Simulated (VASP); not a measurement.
# C (P6_3/mmc) in VASP: a series of runs

C is run at these levels: r2SCAN+D3(BJ); tasks: single point.

The COD entry that gives the cell may itself be a prediction, so a difference from it is no test against experiment.

All numbers are computed with VASP 6.6.1; they aren't measurements. Logs are shortened: lines on timing, memory, paths and dates and some standing lists are left out, and cuts for length are marked.

## (1) The cell of the first run

The structure is hexagonal, space group P6_3/mmc (No. 194). Conventional cell: a = 2.505 Å, b = 2.505 Å, c = 8.182 Å, α = 90.00°, β = 90.00°, γ = 120.00°. C (site symmetry 3m) has 4 C at 1.53 Å within 2.0 Å. Within 2.0 Å of C (site symmetry 3m) lie 4 C at 1.53 Å.

## (2) Single point, r2SCAN+D3(BJ)

POSCAR reads:

```
C
1.0
    2.5051726443      0.0000000000      0.0000000000
   -1.2525863222      2.1695431509      0.0000000000
    0.0000000000      0.0000000000      8.1818157839
C
8
Direct
    0.6666666667      0.3333333333      0.8437500000
    0.3333333333      0.6666666667      0.3437500000
    0.6666666667      0.3333333333      0.6562500000
    0.3333333333      0.6666666667      0.1562500000
    0.0000000000      0.0000000000      0.9062500000
    0.0000000000      0.0000000000      0.4062500000
    0.0000000000      0.0000000000      0.5937500000
    0.0000000000      0.0000000000      0.0937500000
```

INCAR.step1 reads:

```
SYSTEM = C
PREC = Accurate
ENCUT = 520
ISMEAR = -1
SIGMA = 0.05
LREAL = .False.
LASPH = .True.
NELM = 100
NBANDS = 26
GGA = PE
ALGO = Normal
EDIFF = 1E-4
LWAVE = .True.
LCHARG = .False.
```

INCAR.step2 reads:

```
SYSTEM = C
PREC = Accurate
ENCUT = 520
EDIFF = 1E-7
ISMEAR = -1
SIGMA = 0.05
LREAL = .False.
LASPH = .True.
NELM = 100
ALGO = Normal
ISIF = 2
LWAVE = .False.
LCHARG = .False.
METAGGA = R2SCAN
LMIXTAU = .True.
IVDW = 12
VDW_S6 = 1.0
VDW_S8 = 0.78981345
VDW_A1 = 0.49484001
VDW_A2 = 5.73083694
NBANDS = 26
ISTART = 1
```

KPOINTS reads:

```
Automatic mesh
0
Gamma
  12 12 4
  0 0 0
```

Potentials or basis: VASP PAW PBE potentials, release 64 (C).

The run is started by

```bash
$ cat potpaw_PBE.64/C/POTCAR > POTCAR
$ cp INCAR.step1 INCAR
$ mpirun -np 1 vasp_std > vasp.out
$ cp INCAR.step2 INCAR
$ mpirun -np 1 vasp_std > vasp.out
```

OUTCAR:

```text
SYSTEM = C
   PREC = Accurate
   ENCUT = 520
   EDIFF = 1E-7
   ISMEAR = -1
   LREAL = .False.
   LASPH = .True.
   NELM = 100
   ISIF = 2
   METAGGA = R2SCAN
   IVDW = 12
   ISTART = 1
 IVDW          = 12

 ion  position               nearest neighbor table
   1  0.667  0.333  0.844-   3 1.53   5 1.53   5 1.53   5 1.53
   2  0.333  0.667  0.344-   4 1.53   6 1.53   6 1.53   6 1.53
   3  0.667  0.333  0.656-   1 1.53   7 1.53   7 1.53   7 1.53
   4  0.333  0.667  0.156-   2 1.53   8 1.53   8 1.53   8 1.53
   5  0.000  0.000  0.906-   8 1.53   1 1.53   1 1.53   1 1.53
   6  0.000  0.000  0.406-   7 1.53   2 1.53   2 1.53   2 1.53
   7  0.000  0.000  0.594-   6 1.53   3 1.53   3 1.53   3 1.53
   8  0.000  0.000  0.094-   5 1.53   4 1.53   4 1.53   4 1.53

  LATTYP: Found a hexagonal cell.
 ALAT       =     2.5051726443
 C/A-ratio  =     3.2659688355

  Lattice vectors:

 A1 = (   2.5051726443,   0.0000000000,   0.0000000000)
 A2 = (  -1.2525863222,   2.1695431509,   0.0000000000)
 A3 = (   0.0000000000,   0.0000000000,   8.1818157839)

Analysis of symmetry for initial positions (statically):
=====================================================================
 Subroutine PRICEL returns:
 Original cell was already a primitive cell.

 Routine SETGRP: Setting up the symmetry group for a
 hexagonal supercell.

 Subroutine GETGRP returns: Found 24 space group operations
 (whereof 12 operations were pure point group operations)
 out of a pool of 24 trial point group operations.

The static configuration has the point symmetry D_3d.
 The point group associated with its full space group is D_6h.

Analysis of symmetry for dynamics (positions and initial velocities):
=====================================================================
 Subroutine PRICEL returns:
 Original cell was already a primitive cell.

 Routine SETGRP: Setting up the symmetry group for a
 hexagonal supercell.

 Subroutine GETGRP returns: Found 24 space group operations
 (whereof 12 operations were pure point group operations)
 out of a pool of 24 trial point group operations.

The dynamic configuration has the point symmetry D_3d.
 The point group associated with its full space group is D_6h.

 Subroutine INISYM returns: Found 24 space group operations
 (whereof 12 operations are pure point group operations),
 and found     1 'primitive' translations
[... 109 lines left out ...]
   EDIFFG = 0.1E-05   stopping-criterion for IOM
   NSW    =      0    number of steps for IOM
   IBRION =     -1    ionic relax: 0-MD 1-quasi-New 2-CG
   NFREE  =      0    steps in history (QN), initial steepest desc. (CG)
   ISIF   =      2    stress and relaxation
   ISYM   =      2    0-nonsym 1-usesym 2-fastsym
   POTIM  = 0.5000    time-step for ionic-motion
   TEBEG  =    0.0;   TEEND  =   0.0 temperature during run
   PSTRESS=    0.0 pullay stress
   NELECT =      32.0000    total number of electrons
   NUPDOWN=      -1.0000    fix difference up-down
   EMIN   =  10.00;   EMAX   =-10.00  energy-range for DOS
   EFERMI =   0.00;   METHOD = LEGACY
   ISMEAR =    -1;   SIGMA  =   0.05  broadening in eV -4-tet -1-fermi 0-gaus
   EFERMI_NEDOS =   21; number of points for ismear=-14 and -15
   IALGO  =     38    algorithm
   IMIX   =      4    mixing-type and parameters
     AMIX     =   0.40;   BMIX     =  1.00
     AMIX_MAG =   1.60;   BMIX_MAG =  1.00
  volume/ion in A,a.u.               =       5.56        37.51
  Fermi-wavevector in a.u.,A,eV,Ry     =   1.467032  2.772289 29.282229  2.152183
  Thomas-Fermi vector in A             =   2.582698
   LORBIT       =      0    0 simple, 1 ext, 2 COOP (PROOUT), +10 PAW based schemes
   METAGGA = R2SCAN    functional components
   LHFCALC =     F    Hartree Fock is set to
   AEXX    =    0.0000 exact exchange contribution
   IVDW    =    12    specifies the selected vdW correction
   LEPSILON=     F    determine dielectric tensor
   LRPA    =     F    only Hartree local field effects (RPA)
 non-spin polarized calculation
  energy-cutoff  :      520.00
  volume of cell :       44.47
 maximum number of plane-waves:      1216
 NGX is ok and might be reduce to    20
   NGX =  9   NGY =  9   NGZ = 31

 number of electron      31.9999997 magnetization

 Free energy of the ion-electron system (eV)
  ---------------------------------------------------
  ext. energy  EPLUGINS =         0.00000000
  ---------------------------------------------------
  free energy    TOTEN  =       -78.50146324 eV

  energy without entropy =      -78.50146324  energy(sigma->0) =      -78.50146324

 E-fermi :  11.1701     XC(G=0): -14.3659

 val. band max:       10.1584475020   @ k =   0.0000   0.0000   0.0000
 cond. band min:      14.8295213559   @ k =   0.4167  -0.0000   0.0000
 fundamental gap:      4.6710738539
 Fermi energy:        11.1701165799

 k-point     1 :       0.0000    0.0000    0.0000
  band No.  band energies     occupation
      1     -12.9817      2.00000
      2     -11.1869      2.00000
      3     -11.1347      2.00000
      4      -6.8791      2.00000
      5      -4.2836      2.00000
      6       2.8949      2.00000
[... 685 lines left out ...]
     25      21.3181      0.00000
     26      23.3878      0.00000

 [... further k-points ...]

------------------------ aborting loop because EDIFF is reached ----------------------------------------

 Edisp (eV)   -0.73467

 E8    (eV) :    -0.1527

  FORCE on cell =-STRESS in cart. coord.  units (eV):
  Direction    XX          YY          ZZ          XY          YZ          ZX
  --------------------------------------------------------------------------------------
  -------------------------------------------------------------------------------------
  Total       0.35434     0.35434     4.19419    -0.00000    -0.00000    -0.00000
  in kB      12.76659    12.76659   151.11325    -0.00000    -0.00000    -0.00000
  external pressure =       58.88 kB  Pullay stress =        0.00 kB

 VOLUME and BASIS-vectors are now :
 -----------------------------------------------------------------------------
  energy-cutoff  :      520.00
  volume of cell :       44.47
      direct lattice vectors                 reciprocal lattice vectors
     2.505172644  0.000000000  0.000000000     0.399174086  0.230463266  0.000000000
    -1.252586322  2.169543151  0.000000000     0.000000000  0.460926532  0.000000000
     0.000000000  0.000000000  8.181815784     0.000000000  0.000000000  0.122222258

 POSITION                                       TOTAL-FORCE (eV/Angst)
 -----------------------------------------------------------------------------------
      1.25259      0.72318      6.90341         0.000000      0.000000      0.342137
     -0.00000      1.44636      2.81250        -0.000000     -0.000000      0.342137
      1.25259      0.72318      5.36932         0.000000      0.000000     -0.342137
     -0.00000      1.44636      1.27841         0.000000     -0.000000     -0.342137
      0.00000      0.00000      7.41477        -0.000000     -0.000000      0.374674
      0.00000      0.00000      3.32386         0.000000     -0.000000      0.374674
      0.00000      0.00000      4.85795        -0.000000      0.000000     -0.374674
      0.00000      0.00000      0.76705         0.000000      0.000000     -0.374674
 -----------------------------------------------------------------------------------
    total drift:                               -0.000000      0.000000      0.000000

  FREE ENERGIE OF THE ION-ELECTRON SYSTEM (eV)
  ---------------------------------------------------
  free  energy   TOTEN  =       -79.2361357879 eV

  energy  without entropy=      -79.2361357879  energy(sigma->0) =      -79.23613579
```

Wall time 7.5 min (1 thread of AMD EPYC 7R13, shared host); peak memory 0.17 GiB.

Results:

```yaml
Free_energy: -79.2361 eV
Pressure: 5.9 GPa
Largest_force: 0.375 eV/Å
Band_gap_on_the_k_mesh: 4.67 eV, indirect (least direct gap 5.45 eV)
Dispersion_energy_per_atom: -0.092 eV
```

Forces on the atoms (eV/Å):
```
C    0.000  0.000  0.342
C    0.000  0.000  0.342
C    0.000  0.000 -0.342
C    0.000  0.000 -0.342
C    0.000  0.000  0.375
C    0.000  0.000  0.375
C    0.000  0.000 -0.375
C    0.000  0.000 -0.375
```

Caveat: the PAW data sets were made with another functional, which shifts forces and pressure a little.

(Part 1 of 2 ends here.)
